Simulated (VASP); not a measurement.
# TiSi16 (a cell with a defect) in VASP: notebook, part 3 of 3

VASP 6.6.1. The steps go on from the part before.

## 4. Single point, LDA

Contents of INCAR:

```
SYSTEM = TiSi16
ALGO     = Normal         ! electronic algorithm
EDIFF    = 1E-7           ! SCF threshold, eV
ENCUT    = 520            ! plane-wave cutoff, eV
GGA      = CA             ! functional
ISIF     = 2              ! what is computed and relaxed
ISMEAR   = -1             ! smearing method
LASPH    = .True.         ! aspherical terms in the spheres
LCHARG   = .False.        ! write CHGCAR
LREAL    = Auto         
LWAVE    = .False.        ! write WAVECAR
NBANDS   = 52             ! bands
NELM     = 80             ! most SCF steps
PREC     = Accurate       ! precision mode
SIGMA    = 0.02           ! smearing width, eV
```

Contents of KPOINTS:

```
k-points
0
Gamma
  2 2 2
  0 0 0
```

Contents of POSCAR:

```
TiSi16
1.0
    0.0000000000      5.4300000000      5.4300000000
    5.4300000000      0.0000000000      5.4300000000
    5.4300000000      5.4300000000      0.0000000000
Si Ti
16 1
Direct
   -0.0113535912      0.0098802947     -0.0057366483
    0.0380018416      0.0498618785      0.2407090239
   -0.0584069982     -0.1759944751      0.6374861878
    0.0509208103      0.0846777164      0.6608287293
   -0.0446040516      0.5188581952     -0.0030570902
    0.1032228361      0.5129097606      0.1759116022
   -0.1160589319      0.4378637201      0.5144935543
    0.0845764273      0.4323664825      0.6856998158
    0.4127992634     -0.0059668508      0.0708655617
    0.5902854512      0.0468416206      0.1967495396
    0.4212799263     -0.0703406998      0.5593462247
    0.5730662983     -0.0054972376      0.7140055249
    0.4577255985      0.4383333333      0.0573020258
    0.5783149171      0.6211325967      0.1736556169
    0.4523020258      0.3868139963      0.5865377532
    0.5395488029      0.5556629834      0.7045027624
    0.1932136280      0.6615930018      0.3225506446
```

Potentials or basis: VASP PAW LDA potentials, release 64 (Si, Ti_sv).

Run with:

```sh
> cat potpaw_LDA.64/Si/POTCAR potpaw_LDA.64/Ti_sv/POTCAR > POTCAR
> mpirun -np 1 vasp_std > vasp.out
```

OUTCAR:

```text
SYSTEM = TiSi16
   EDIFF = 1E-7
   ENCUT = 520
   GGA = CA
   ISIF = 2
   ISMEAR = -1
   LASPH = .True.
   LREAL = Auto
   NELM = 80
   PREC = Accurate

 ion  position               nearest neighbor table
   1  0.989  0.010  0.994-   4 2.17   2 2.29  10 2.58  17 3.00   8 3.10   6 3.14
   2  0.038  0.050  0.241-   1 2.29   9 2.40  17 2.45   3 2.57   5 3.01
   3  0.942  0.824  0.637-  12 2.34   8 2.53   2 2.57   5 2.59   4 2.63  17 2.66
   4  0.051  0.085  0.661-   1 2.17   7 2.28  11 2.33   3 2.63   8 2.91
   5  0.955  0.519  0.997-   6 2.15   8 2.39  14 2.39   3 2.59   2 3.01
   6  0.103  0.513  0.176-   5 2.15   7 2.24  13 2.25  17 2.43   1 3.14
   7  0.884  0.438  0.514-  16 2.24   6 2.24   4 2.28   8 2.45  17 2.97
   8  0.085  0.432  0.686-   5 2.39  17 2.41  15 2.41   7 2.45   3 2.53   4 2.91   1 3.10
   9  0.413  0.994  0.071-  10 2.28  14 2.35  12 2.38   2 2.40  17 3.03
  10  0.590  0.047  0.197-   9 2.28  11 2.30  13 2.46   1 2.58
  11  0.421  0.930  0.559-  10 2.30   4 2.33  16 2.35  12 2.36
  12  0.573  0.995  0.714-   3 2.34  11 2.36   9 2.38  15 2.46
  13  0.458  0.438  0.057-  16 2.23   6 2.25  10 2.46  14 2.65  17 2.66
  14  0.578  0.621  0.174-   9 2.35   5 2.39  17 2.49  13 2.65  15 2.68
  15  0.452  0.387  0.587-  16 2.37   8 2.41  12 2.46  14 2.68  17 2.84
  16  0.540  0.556  0.705-  13 2.23   7 2.24  11 2.35  15 2.37
  17  0.193  0.662  0.323-   8 2.41   6 2.43   2 2.45  14 2.49   3 2.66  13 2.66  15 2.84   7 2.97
                             1 3.00   9 3.03

  LATTYP: Found a face centered cubic cell.
 ALAT       =    10.8600000000

  Lattice vectors:

 A1 = (   0.0000000000,   5.4300000000,   5.4300000000)
 A2 = (   5.4300000000,   0.0000000000,   5.4300000000)
 A3 = (   5.4300000000,   5.4300000000,   0.0000000000)

Analysis of symmetry for initial positions (statically):
=====================================================================
 Subroutine PRICEL returns:
 Original cell was already a primitive cell.

 Routine SETGRP: Setting up the symmetry group for a
 face centered cubic supercell.

 Subroutine GETGRP returns: Found  1 space group operations
 (whereof  1 operations were pure point group operations)
 out of a pool of 48 trial point group operations.

The static configuration has the point symmetry C_1 .

Analysis of symmetry for dynamics (positions and initial velocities):
=====================================================================
 Subroutine PRICEL returns:
 Original cell was already a primitive cell.

 Routine SETGRP: Setting up the symmetry group for a
 face centered cubic supercell.

 Subroutine GETGRP returns: Found  1 space group operations
 (whereof  1 operations were pure point group operations)
 out of a pool of 48 trial point group operations.

The dynamic configuration has the point symmetry C_1 .

 Subroutine INISYM returns: Found  1 space group operations
 (whereof  1 operations are pure point group operations),
 and found     1 'primitive' translations

----------------------------------------------------------------------------------------

                                     Primitive cell

  volume of cell :     320.2060

[... 77 lines left out ...]
  0.000000  0.500000  0.000000      1.000000
  0.000000  0.000000  0.500000      1.000000
  0.500000  0.500000  0.500000      1.000000
  0.500000  0.500000  0.000000      1.000000
  0.000000  0.500000  0.500000      1.000000
  0.500000  0.000000  0.500000      1.000000
   k-points           NKPTS =      8   k-points in BZ     NKDIM =      8   number of bands    NBANDS=     52
   number of dos      NEDOS =    301   number of ions     NIONS =     17
   total plane-waves  NPLWV = 216000
   dimension x,y,z NGX =    60 NGY =   60 NGZ =   60
   dimension x,y,z NGXF=   120 NGYF=  120 NGZF=  120
   ions per type =              16   1
   NGX,Y,Z   is equivalent  to a cutoff of  12.99, 12.99, 12.99 a.u.
   NGXF,Y,Z  is equivalent  to a cutoff of  25.98, 25.98, 25.98 a.u.
 SYSTEM =  TiSi16
   PREC   = accura    normal or accurate (medium, high low for compatibility)
   ISTART =      0    job   : 0-new  1-cont  2-samecut
   ICHARG =      2    charge: 1-file 2-atom 10-const
   ISPIN  =      1    spin polarized calculation?
   LNONCOLLINEAR =      F non collinear calculations
   LSORBIT =      F    spin-orbit coupling
   LASPH  =      T    aspherical Exc in radial PAW
   ENCUT  =  520.0 eV  38.22 Ry    6.18 a.u.  14.28 14.28 14.28*2*pi/ulx,y,z
   NELM   =     80;   NELMIN=  2; NELMDL= -5     # of ELM steps
   EDIFF  = 0.1E-06   stopping-criterion for ELM
   LREAL  =      T    real-space projection
   EDIFFG = 0.1E-05   stopping-criterion for IOM
   NSW    =      0    number of steps for IOM
   IBRION =     -1    ionic relax: 0-MD 1-quasi-New 2-CG
   NFREE  =      0    steps in history (QN), initial steepest desc. (CG)
   ISIF   =      2    stress and relaxation
   ISYM   =      2    0-nonsym 1-usesym 2-fastsym
   POTIM  = 0.5000    time-step for ionic-motion
   TEBEG  =    0.0;   TEEND  =   0.0 temperature during run
   PSTRESS=    0.0 pullay stress
   NELECT =      76.0000    total number of electrons
   NUPDOWN=      -1.0000    fix difference up-down
   EMIN   =  10.00;   EMAX   =-10.00  energy-range for DOS
   EFERMI =   0.00;   METHOD = LEGACY
   ISMEAR =    -1;   SIGMA  =   0.02  broadening in eV -4-tet -1-fermi 0-gaus
   EFERMI_NEDOS =   21; number of points for ismear=-14 and -15
   IALGO  =     38    algorithm
   IMIX   =      4    mixing-type and parameters
     AMIX     =   0.40;   BMIX     =  1.00
     AMIX_MAG =   1.60;   BMIX_MAG =  1.00
  volume/ion in A,a.u.               =      18.84       127.11
  Fermi-wavevector in a.u.,A,eV,Ry     =   1.013607  1.915439 13.978610  1.027399
  Thomas-Fermi vector in A             =   2.146786
   LORBIT       =      0    0 simple, 1 ext, 2 COOP (PROOUT), +10 PAW based schemes
   GGA     = CA    functional components
   LHFCALC =     F    Hartree Fock is set to
   AEXX    =    0.0000 exact exchange contribution
   IVDW    =     0    specifies the selected vdW correction
   LEPSILON=     F    determine dielectric tensor
   LRPA    =     F    only Hartree local field effects (RPA)
 non-spin polarized calculation
  energy-cutoff  :      520.00
  volume of cell :      320.21
 maximum number of plane-waves:      8646
 NGX is ok and might be reduce to    60
   NGX = 29   NGY = 29   NGZ = 29

 number of electron      76.0000000 magnetization

 Free energy of the ion-electron system (eV)
  ---------------------------------------------------
  ext. energy  EPLUGINS =         0.00000000
  ---------------------------------------------------
  free energy    TOTEN  =       -98.35886564 eV

  energy without entropy =      -98.34618355  energy(sigma->0) =      -98.35252460

 E-fermi :   6.5922     XC(G=0):  -9.9824

 val. band max:        6.5424588160   @ k =   0.0000   0.0000   0.5000
 cond. band min:       6.5950128534   @ k =   0.5000   0.0000   0.0000
 fundamental gap:      0.0525540374
 Fermi energy:         6.5922013801

 k-point     1 :       0.0000    0.0000    0.0000
  band No.  band energies     occupation
      1     -49.2683      2.00000
      2     -26.0843      2.00000
      3     -25.9625      2.00000
      4     -25.9491      2.00000
      5      -5.8120      2.00000
      6      -3.6822      2.00000
[... 413 lines left out ...]
     49       9.2733      0.00000
     50       9.6488      0.00000
 [bands above 50 left out]

------------------------ aborting loop because EDIFF is reached ----------------------------------------

  FORCE on cell =-STRESS in cart. coord.  units (eV):
  Direction    XX          YY          ZZ          XY          YZ          ZX
  --------------------------------------------------------------------------------------
  -------------------------------------------------------------------------------------
  Total        1.9412538      1.1550027     -6.3340842      3.8746128      0.9042529     -2.9598686
  in kB        9.7132242      5.7791517    -31.6931152     19.3869464      4.5245044    -14.8099478
  external PRESSURE =      -5.4002464 kB  Pullay stress =       0.0000000 kB

 VOLUME and BASIS-vectors are now :
 -----------------------------------------------------------------------------
  energy-cutoff  :      520.00
  volume of cell :      320.21
      direct lattice vectors                 reciprocal lattice vectors
     0.000000000  5.430000000  5.430000000    -0.092081031  0.092081031  0.092081031
     5.430000000  0.000000000  5.430000000     0.092081031 -0.092081031  0.092081031
     5.430000000  5.430000000  0.000000000     0.092081031  0.092081031 -0.092081031

 POSITION                                       TOTAL-FORCE (eV/Angst)
 -----------------------------------------------------------------------------------
      5.45250     10.76720      5.42200         1.387375      1.206596     -2.442696
      1.57780      1.51340      0.47710         0.696584     -0.217876      1.010201
      7.93590      8.57440      9.58720         0.180043      0.299869      0.965086
      4.04810      3.86480      0.73630        -1.988278     -0.608390     -0.678657
      8.23080     10.60120      8.00520        -0.943236     -2.053104     -1.258678
      3.74030      1.51570      3.34560         0.780208     -0.389059      1.049066
[... 9 lines left out ...]
      6.84270      6.75520      5.94700        -0.042298     -1.433279     -0.319163
      5.34390      2.80060      4.64160         0.348180     -0.030362      0.660500
 -----------------------------------------------------------------------------------
    total drift:                                0.001566     -0.003348     -0.010318

  FREE ENERGIE OF THE ION-ELECTRON SYSTEM (eV)
  ---------------------------------------------------
  free  energy   TOTEN  =       -98.3588656431 eV

  energy  without entropy=      -98.3461835540  energy(sigma->0) =      -98.35252460
```

It took 2.3 min on 1 thread of Intel Xeon 6975P-C (Granite Rapids), shared host; peak memory 0.38 GiB.

What came out:

```yaml
Free_energy: -98.3589 eV
Pressure: -0.5 GPa
Largest_force: 3.057 eV/Å
Band_gap_on_the_k_mesh: zero (bands 38 and 39 overlap by 0.23 eV)
```

Forces on the atoms (eV/Å):
```
Si   1.387  1.207 -2.443
Si   0.697 -0.218  1.010
Si   0.180  0.300  0.965
Si  -1.988 -0.608 -0.679
Si  -0.943 -2.053 -1.259
Si   0.780 -0.389  1.049
Si   0.002  0.865  0.714
Si   0.647  0.805 -0.469
Si  -0.593 -0.657 -0.903
Si  -0.318  0.016  1.818
Si   0.279  0.330  0.088
Si   0.940 -0.538  0.553
Si   0.142  2.081 -0.023
Si  -0.847  0.876 -1.046
Si  -0.671 -0.551  0.282
Si  -0.042 -1.433 -0.319
Ti   0.348 -0.030  0.660
```

Stress tensor (GPa, compression positive):
```
 0.97  1.94 -1.48
 1.94  0.58  0.45
-1.48  0.45 -3.17
```

Caveat: the k points lie up to 0.50 Å⁻¹ apart.

## 5. Single point, LDA

Contents of INCAR:

```
ALGO = Normal ; EDIFF = 1E-7
ENCUT = 520 ; GGA = CA
ISIF = 2 ; ISMEAR = -1
LASPH = True ; LCHARG = False
LREAL = Auto ; LWAVE = False
NBANDS = 52 ; NELM = 80
PREC = Accurate ; SIGMA = 0.02
```

Contents of KPOINTS:

```
k-points
0
Gamma
  2 2 2
```

Contents of POSCAR:

```
TiSi16
1.0
    0.0000000000      5.4300000000      5.4300000000
    5.4300000000      0.0000000000      5.4300000000
    5.4300000000      5.4300000000      0.0000000000
Si Ti
16 1
Direct
   -0.0526058932      0.1143186004      0.0554972376
    0.2183977901      0.0109208103      0.2939042357
   -0.1039779006     -0.1355248619      0.7707366483
    0.1420902394      0.0210773481      0.6980570902
   -0.1337384899      0.3388950276      0.2974033149
   -0.0748987109      0.6788029466      0.1141804788
   -0.0879834254      0.3692541436      0.5450920810
    0.0302578269      0.4691344383      0.7249723757
    0.5587845304     -0.1693554328     -0.0005709024
    0.5752394107      0.0846316759      0.0977624309
    0.4987569061     -0.0746500921      0.4977071823
    0.6060773481      0.1040331492      0.6048618785
    0.3225874770      0.4825138122      0.0251289134
    0.6151012891      0.4400736648      0.1794659300
    0.3883609576      0.4989502762      0.5300000000
    0.5584346225      0.5558563536      0.6380110497
    0.1994935543      0.6900276243      0.2622007366
```

Run with:

```sh
> cat potpaw_LDA.64/Si/POTCAR potpaw_LDA.64/Ti_sv/POTCAR > POTCAR
> mpirun -np 1 vasp_std > vasp.out
```

Run time: 2.4 min. Hardware: 1 thread of Intel Xeon 6975P-C (Granite Rapids), shared host; peak memory 0.38 GiB.

Results (log left out):

```
Free energy            : -95.4317 eV
Pressure               : -5.2 GPa
Largest force          : 3.039 eV/Å
Band gap on the k mesh : zero (bands 38 and 39 overlap by 0.25 eV)
```

Forces on the atoms (eV/Å):
```
Si  -0.331 -0.463  0.325
Si  -0.484 -0.286 -0.187
Si  -1.451 -0.554  0.535
Si   0.913 -0.618 -0.588
Si  -1.608  1.422  0.827
Si   0.192  1.307  0.072
Si   0.469  1.869  1.191
Si   0.481  0.118  0.064
Si   1.087 -0.668 -0.942
Si   0.815  0.160 -0.338
Si  -0.383 -0.225  0.833
Si  -0.144  0.455 -0.009
Si  -0.787  0.501  0.535
Si   0.017 -2.630 -0.840
Si  -1.360 -1.293 -1.884
Si   2.697  1.316  0.483
Ti  -0.124 -0.410 -0.077
```

Stress tensor (GPa, compression positive):
```
-5.09  2.56 -0.28
 2.56 -3.92  2.76
-0.28  2.76 -6.56
```

Levels at points of the mesh, in eV from the Fermi level:
| k point | band 34 | band 35 | band 36 | band 37 | band 38 | band 39 | band 40 | band 41 | band 42 | band 43 |
| --- | --- | --- | --- | --- | --- | --- | --- | --- | --- | --- |
| (0.00, 0.00, 0.00) | -0.71 | -0.60 | -0.37 | -0.31 | -0.11 | 0.03 | 0.10 | 0.34 | 0.40 | 0.47 |
| (0.50, 0.00, 0.00) | -1.07 | -0.83 | -0.69 | -0.39 | -0.23 | 0.09 | 0.33 | 0.64 | 0.80 | 0.83 |
| (0.00, 0.50, 0.00) | -1.00 | -0.88 | -0.70 | -0.62 | -0.19 | -0.15 | 0.37 | 0.47 | 0.70 | 0.82 |
| (0.00, 0.00, 0.50) | -1.21 | -0.76 | -0.69 | -0.25 | -0.20 | 0.10 | 0.39 | 0.43 | 0.72 | 0.82 |
| (0.50, 0.50, 0.50) | -1.16 | -0.96 | -0.81 | -0.44 | 0.10 | 0.25 | 0.39 | 0.49 | 0.64 | 0.70 |
| (0.50, 0.50, 0.00) | -1.08 | -0.64 | -0.60 | -0.25 | -0.01 | 0.29 | 0.45 | 0.65 | 0.80 | 0.98 |
| (0.00, 0.50, 0.50) | -1.04 | -0.87 | -0.55 | -0.19 | -0.09 | -0.01 | 0.36 | 0.55 | 1.01 | 1.11 |
| (0.50, 0.00, 0.50) | -1.06 | -0.77 | -0.65 | -0.36 | 0.00 | 0.04 | 0.47 | 0.60 | 0.72 | 0.98 |

Caveat: the k points lie up to 0.50 Å⁻¹ apart; the atoms stand as in a frame of molecular dynamics.

## 6. Overview

| cell | gap on the mesh (eV) | pressure (GPa) | largest force (eV/Å) |
| --- | --- | --- | --- |
| as given, atomic positions A | none | -0.5 | 4.79 |
| as given, atomic positions B | none | -1.0 | 2.55 |
| as given, atomic positions C | none | -0.5 | 3.06 |
| as given, atomic positions D | none | -5.2 | 3.04 |

Alike in all rows: task single point; level LDA; potentials or basis VASP PAW LDA potentials, release 64 (Si, Ti_sv); no spin polarisation; k mesh 2 × 2 × 2; cutoff (eV) 520; smearing fermi-dirac 0.02 eV.

Caveats: all runs use coarse meshes; the atoms stand as in a frame of molecular dynamics (at least some runs).

Total energies depend on the potentials used, so only differences within one code and one set of settings carry meaning.
